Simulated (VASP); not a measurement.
# CuO (Cccm) in VASP: relaxation of shape and atoms at fixed volume with PBE

Aim: the relaxation of shape and atoms at fixed volume of CuO with PBE.

All numbers are computed with VASP 6.6.1; they aren't measurements. Logs are shortened: lines on timing, memory, paths and dates and some standing lists are left out, and cuts for length are marked.

## (1) The cell of the first run

The structure is orthorhombic, space group Cccm (No. 66). The conventional cell has a = 4.262 Å, b = 4.272 Å, c = 5.216 Å, α = 90.00°, β = 90.00°, γ = 90.00°. Within 2.6 Å of Cu (site symmetry 2/m) lie 4 O at 1.99 Å. O (site symmetry 222) has 4 Cu at 1.99 Å within 2.6 Å.

## (2) Relaxation of shape and atoms at fixed volume, PBE (volume scaled by 1.06)

INCAR reads:

```
  PREC = Accurate
  ENCUT = 600
  EDIFF = 1E-6
  ISMEAR = 0
  SIGMA = 0.1
  LREAL = False
  LASPH = True
  NELM = 60
  ALGO = Normal
  ISIF = 4
  LWAVE = False
  LCHARG = False
  GGA = PE
  IBRION = 2
  NSW = 50
  EDIFFG = -0.01
```

KPOINTS reads:

```
regular mesh
0
Gamma
  14 14 8
```

POSCAR reads:

```
CuO
1.0
    2.1291442356     -2.1308564113      0.1700282555
    2.1291442356      2.1308564113      0.1700282555
   -0.4153163724      0.0000000000      5.1991278534
Cu O
2 2
Direct
   -0.0057500000      0.4942500000      0.0018500000
    0.4942500000     -0.0057500000      0.5018500000
    0.4942568885      0.4942431115      0.2518500000
    0.4942431115      0.4942568885      0.7518500000
```

Potentials or basis: VASP PAW PBE potentials, release 64 (Cu, O).

Launch:

```
$ cat potpaw_PBE.64/Cu/POTCAR potpaw_PBE.64/O/POTCAR > POTCAR
$ mpirun -np 1 vasp_std > vasp.out
```

OUTCAR:

```text
PREC = Accurate
   ENCUT = 600
   EDIFF = 1E-6
   ISMEAR = 0
   LREAL = False
   LASPH = True
   NELM = 60
   ISIF = 4
   GGA = PE
   IBRION = 2
   NSW = 50
   EDIFFG = -0.01

 ion  position               nearest neighbor table
   1  0.994  0.494  0.002-   3 1.99   4 1.99   4 1.99   3 1.99
   2  0.494  0.994  0.502-   4 1.99   3 1.99   3 1.99   4 1.99
   3  0.494  0.494  0.252-   1 1.99   2 1.99   2 1.99   1 1.99
   4  0.494  0.494  0.752-   2 1.99   1 1.99   1 1.99   2 1.99

  LATTYP: Found a simple monoclinic cell.
 ALAT       =     4.2617128226
 B/A-ratio  =     1.2238482105
 C/A-ratio  =     1.5815151438
 COS(beta)  =    -0.9484575636

  Lattice vectors:

 A1 = (   0.0000000000,   4.2617128226,   0.0000000000)
 A2 = (  -0.4153163724,   0.0000000000,   5.1991278534)
 A3 = (   2.1291442356,  -6.3925692339,   0.1700282555)

Analysis of symmetry for initial positions (statically):
=====================================================================
 Subroutine PRICEL returns:
 Original cell was already a primitive cell.

 Routine SETGRP: Setting up the symmetry group for a
 simple monoclinic supercell.

 Subroutine GETGRP returns: Found  2 space group operations
 (whereof  1 operations were pure point group operations)
 out of a pool of  4 trial point group operations.

The static configuration has the point symmetry C_1 .
 The point group associated with its full space group is S_2 .

Analysis of symmetry for dynamics (positions and initial velocities):
=====================================================================
 Subroutine PRICEL returns:
 Original cell was already a primitive cell.

 Routine SETGRP: Setting up the symmetry group for a
 simple monoclinic supercell.

 Subroutine GETGRP returns: Found  2 space group operations
 (whereof  1 operations were pure point group operations)
 out of a pool of  4 trial point group operations.

The dynamic configuration has the point symmetry C_1 .
 The point group associated with its full space group is S_2 .

 Subroutine INISYM returns: Found  2 space group operations
 (whereof  1 operations are pure point group operations),
 and found     1 'primitive' translations

----------------------------------------------------------------------------------------

                                     Primitive cell

  volume of cell :      47.4768

  direct lattice vectors                    reciprocal lattice vectors
     2.129144236 -2.130856411  0.170028256     0.233347568 -0.234647439  0.018640254
     2.129144236  2.130856411  0.170028256     0.233347568  0.234647439  0.018640254
    -0.415316372  0.000000000  5.199127853    -0.015262437  0.000000000  0.191120759

  length of vectors
     3.017070405  3.017070405  5.215689612     0.331448288  0.331448288  0.191729201

  position of ions in fractional coordinates (direct lattice)
     0.994250000  0.494250000  0.001850000
     0.494250000  0.994250000  0.501850000
     0.494256888  0.494243111  0.251850000
     0.494243111  0.494256888  0.751850000

  ion indices of the primitive-cell ions
   primitive index   ion index
                 1           1
                 2           2
                 3           3
                 4           4

----------------------------------------------------------------------------------------

 KPOINTS: regular mesh

Automatic generation of k-mesh.
 Grid dimensions read from file:
 generate k-points for:   14   14    8

 Generating k-lattice:

  Cartesian coordinates                     Fractional coordinates (reciprocal lattice)
     0.016667683 -0.016760531  0.001331447     0.071428571  0.000000000  0.000000000
     0.016667683  0.016760531  0.001331447     0.000000000  0.071428571  0.000000000
    -0.001907805  0.000000000  0.023890095     0.000000000  0.000000000  0.125000000

  Length of vectors
     0.023674878  0.023674878  0.023966150

  Shift w.r.t. Gamma in fractional coordinates (k-lattice)
     0.000000000  0.000000000  0.000000000

 Subroutine IBZKPT returns following result:
 ===========================================

 Found    788 irreducible k-points:

 Following reciprocal coordinates:
            Coordinates               Weight
  0.000000  0.000000  0.000000      1.000000
  0.071429 -0.000000  0.000000      2.000000
  0.142857 -0.000000  0.000000      2.000000
  0.214286 -0.000000 -0.000000      2.000000
  0.285714 -0.000000 -0.000000      2.000000
  0.357143 -0.000000  0.000000      2.000000
[... 16 lines left out ...]
 -0.000000  0.142857  0.000000      2.000000
  0.071429  0.142857 -0.000000      2.000000
 [... further k-points ...]
   k-points           NKPTS =    788   k-points in BZ     NKDIM =    788   number of bands    NBANDS=     21
   number of dos      NEDOS =    301   number of ions     NIONS =      4
   total plane-waves  NPLWV =  24192
   dimension x,y,z NGX =    24 NGY =   24 NGZ =   42
   dimension x,y,z NGXF=    48 NGYF=   48 NGZF=   84
   ions per type =               2   2
   NGX,Y,Z   is equivalent  to a cutoff of  13.22, 13.22, 13.39 a.u.
   NGXF,Y,Z  is equivalent  to a cutoff of  26.45, 26.45, 26.77 a.u.
 SYSTEM =  unknown system
   PREC   = accura    normal or accurate (medium, high low for compatibility)
   ISTART =      0    job   : 0-new  1-cont  2-samecut
   ICHARG =      2    charge: 1-file 2-atom 10-const
   ISPIN  =      1    spin polarized calculation?
   LNONCOLLINEAR =      F non collinear calculations
   LSORBIT =      F    spin-orbit coupling
   LASPH  =      T    aspherical Exc in radial PAW
   ENCUT  =  600.0 eV  44.10 Ry    6.64 a.u.   6.03  6.03 10.42*2*pi/ulx,y,z
   NELM   =     60;   NELMIN=  2; NELMDL= -5     # of ELM steps
   EDIFF  = 0.1E-05   stopping-criterion for ELM
   LREAL  =      F    real-space projection
   EDIFFG = -.1E-01   stopping-criterion for IOM
   NSW    =     50    number of steps for IOM
   IBRION =      2    ionic relax: 0-MD 1-quasi-New 2-CG
   NFREE  =      1    steps in history (QN), initial steepest desc. (CG)
   ISIF   =      4    stress and relaxation
   ISYM   =      2    0-nonsym 1-usesym 2-fastsym
   POTIM  = 0.5000    time-step for ionic-motion
   TEBEG  =    0.0;   TEEND  =   0.0 temperature during run
   PSTRESS=    0.0 pullay stress
   NELECT =      34.0000    total number of electrons
   NUPDOWN=      -1.0000    fix difference up-down
   EMIN   =  10.00;   EMAX   =-10.00  energy-range for DOS
   EFERMI =   0.00;   METHOD = LEGACY
   ISMEAR =     0;   SIGMA  =   0.10  broadening in eV -4-tet -1-fermi 0-gaus
   EFERMI_NEDOS =   21; number of points for ismear=-14 and -15
   IALGO  =     38    algorithm
   IMIX   =      4    mixing-type and parameters
     AMIX     =   0.40;   BMIX     =  1.00
     AMIX_MAG =   1.60;   BMIX_MAG =  1.00
  volume/ion in A,a.u.               =      11.87        80.10
  Fermi-wavevector in a.u.,A,eV,Ry     =   1.464673  2.767831 29.188129  2.145267
  Thomas-Fermi vector in A             =   2.580621
   LORBIT       =      0    0 simple, 1 ext, 2 COOP (PROOUT), +10 PAW based schemes
   GGA     = PE    functional components
   LHFCALC =     F    Hartree Fock is set to
   AEXX    =    0.0000 exact exchange contribution
   IVDW    =     0    specifies the selected vdW correction
   LEPSILON=     F    determine dielectric tensor
   LRPA    =     F    only Hartree local field effects (RPA)
 conjugate gradient relaxation of ions
 non-spin polarized calculation
 Gauss-broadening in eV      SIGMA  =   0.10
  energy-cutoff  :      600.00
  volume of cell :       47.48
 maximum number of plane-waves:      1622
   NGX = 13   NGY = 13   NGZ = 21

--------------------------------------- Ionic step        1  -------------------------------------------

 number of electron      34.0000006 magnetization

 Free energy of the ion-electron system (eV)
  ---------------------------------------------------
  ext. energy  EPLUGINS =         0.00000000
  ---------------------------------------------------
  free energy    TOTEN  =       -19.68936789 eV

  energy without entropy =      -19.67656494  energy(sigma->0) =      -19.68296641

------------------------ aborting loop because EDIFF is reached ----------------------------------------

  FORCE on cell =-STRESS in cart. coord.  units (eV):
  Direction    XX          YY          ZZ          XY          YZ          ZX
  --------------------------------------------------------------------------------------
  -------------------------------------------------------------------------------------
  Total       -1.9392814     -1.9215985     -2.2731266      0.0013266      0.0001058      0.0271655
  in kB      -65.4440264    -64.8472886    -76.7101444      0.0447678      0.0035691      0.9167430
  external PRESSURE =     -69.0004865 kB  Pullay stress =       0.0000000 kB

 VOLUME and BASIS-vectors are now :
 -----------------------------------------------------------------------------
  energy-cutoff  :      600.00
  volume of cell :       47.48
      direct lattice vectors                 reciprocal lattice vectors
     2.129144236 -2.130856411  0.170028256     0.233347568 -0.234647439  0.018640254
     2.129144236  2.130856411  0.170028256     0.233347568  0.234647439  0.018640254
    -0.415316372  0.000000000  5.199127853    -0.015262437  0.000000000  0.191120759
[... 39 lines left out ...]
 POSITION                                       TOTAL-FORCE (eV/Angst)
 -----------------------------------------------------------------------------------
      3.17257     -1.06696      0.26302         0.000000     -0.000000      0.000000
      2.96553      1.06706      2.85536        -0.000000      0.000000      0.000000
      2.00309      0.00001      1.47407         0.000070      0.000055     -0.000874
      1.79602      0.00006      4.06639        -0.000070     -0.000055      0.000874
 -----------------------------------------------------------------------------------
    total drift:                               -0.000216      0.000000     -0.000062

  FREE ENERGIE OF THE ION-ELECTRON SYSTEM (eV)
  ---------------------------------------------------
  free  energy   TOTEN  =       -19.6900840067 eV

  energy  without entropy=      -19.6773836061  energy(sigma->0) =      -19.68373381

--------------------------------------- Ionic step        3  -------------------------------------------

 number of electron      34.0000008 magnetization

 Free energy of the ion-electron system (eV)
  ---------------------------------------------------
  ext. energy  EPLUGINS =         0.00000000
  ---------------------------------------------------
  free energy    TOTEN  =       -19.69029992 eV

  energy without entropy =      -19.67768809  energy(sigma->0) =      -19.68399401

 E-fermi :   4.0795     XC(G=0): -10.9325

 val. band max:        4.0781935582   @ k =  -0.1429   0.0000   0.2500
 cond. band min:       4.0810452912   @ k =  -0.0714   0.1429   0.2500
 fundamental gap:      0.0028517331
 Fermi energy:         4.0795038795

 k-point     1 :       0.0000    0.0000    0.0000
  band No.  band energies     occupation
      1     -15.1856      2.00000
      2     -13.9796      2.00000
      3      -3.3956      2.00000
      4      -0.9579      2.00000
      5      -0.9538      2.00000
      6       0.6875      2.00000
[... 13 lines left out ...]
     20      10.0728      0.00000
     21      11.1176      0.00000
[... 529 lines left out ...]
 k-point    24 :       0.0714    0.1429   -0.0000
  band No.  band energies     occupation
      1     -15.0772      2.00000
      2     -13.9486      2.00000
      3      -3.1877      2.00000
      4      -1.0005      2.00000
      5      -0.9216      2.00000
      6      -0.2615      2.00000
[... 13 lines left out ...]
     20      10.5894      0.00000
     21      10.8859      0.00000

 [... further k-points ...]

------------------------ aborting loop because EDIFF is reached ----------------------------------------

  FORCE on cell =-STRESS in cart. coord.  units (eV):
  Direction    XX          YY          ZZ          XY          YZ          ZX
  --------------------------------------------------------------------------------------
  -------------------------------------------------------------------------------------
  Total       -1.9205971     -1.9070152     -1.9420635     -0.0011619     -0.0000944      0.0019805
  in kB      -64.8134948    -64.3551548    -65.5379117     -0.0392117     -0.0031855      0.0668353
  external PRESSURE =     -64.9021871 kB  Pullay stress =       0.0000000 kB

 VOLUME and BASIS-vectors are now :
 -----------------------------------------------------------------------------
  energy-cutoff  :      600.00
  volume of cell :       47.48
      direct lattice vectors                 reciprocal lattice vectors
     2.134059228 -2.136491485  0.170436095     0.232810167 -0.234028518  0.018595698
     2.134181751  2.136614688  0.170445862     0.232796742  0.234015083  0.018594628
    -0.413207034 -0.000000023  5.173174593    -0.015340386  0.000000001  0.192079588

 POSITION                                       TOTAL-FORCE (eV/Angst)
 -----------------------------------------------------------------------------------
      3.17584     -1.06818      0.26327        -0.000000     -0.000000      0.000000
      2.96930      1.06837      2.84986         0.000000     -0.000000      0.000000
      2.00551      0.00003      1.47136         0.000054      0.000064     -0.000698
      1.79891      0.00009      4.05791        -0.000054     -0.000064      0.000698
 -----------------------------------------------------------------------------------
    total drift:                               -0.000191      0.000000     -0.000118

  FREE ENERGIE OF THE ION-ELECTRON SYSTEM (eV)
  ---------------------------------------------------
  free  energy   TOTEN  =       -19.6902999175 eV

  energy  without entropy=      -19.6776880938  energy(sigma->0) =      -19.68399401

 reached required accuracy - stopping structural energy minimisation
```

Wall time 11 min (1 thread of Intel Xeon 6975P-C (Granite Rapids), shared host); peak memory 0.86 GiB.

What came out:

```yaml
Free_energy: -19.6903 eV
Energy_gained_by_relaxing: 0.2 meV/atom
Ionic_steps: 3
Pressure_after_relaxing: -6.5 GPa
Band_gap_on_the_k_mesh: zero (band 17 reaches 4.71 eV, above the bottom of band 18 at 3.53 eV)
```

Step by step:
```csv
step,energy change (eV),largest force (eV/Å),pressure (GPa),volume (Å³)
1,0.0000,0.0002,-6.90,47.48
2,-0.0007,0.0009,-6.77,47.48
3,-0.0009,0.0007,-6.49,47.48
```

Final structure:
```
Cu O
1.0
     2.13406   -2.13649    0.17044
     2.13418    2.13661    0.17045
    -0.41321    0.00000    5.17317
Cu O
2 2
Direct
  0.99425 0.49425 0.00185
  0.49425 0.99425 0.50185
  0.49426 0.49424 0.25185
  0.49424 0.49426 0.75185
```

Caveat: the cell differs from its parent crystal (volume scaled by 1.06); semilocal functionals often make such compounds metallic where correlation or magnetic order opens a gap, which also shifts bond lengths.
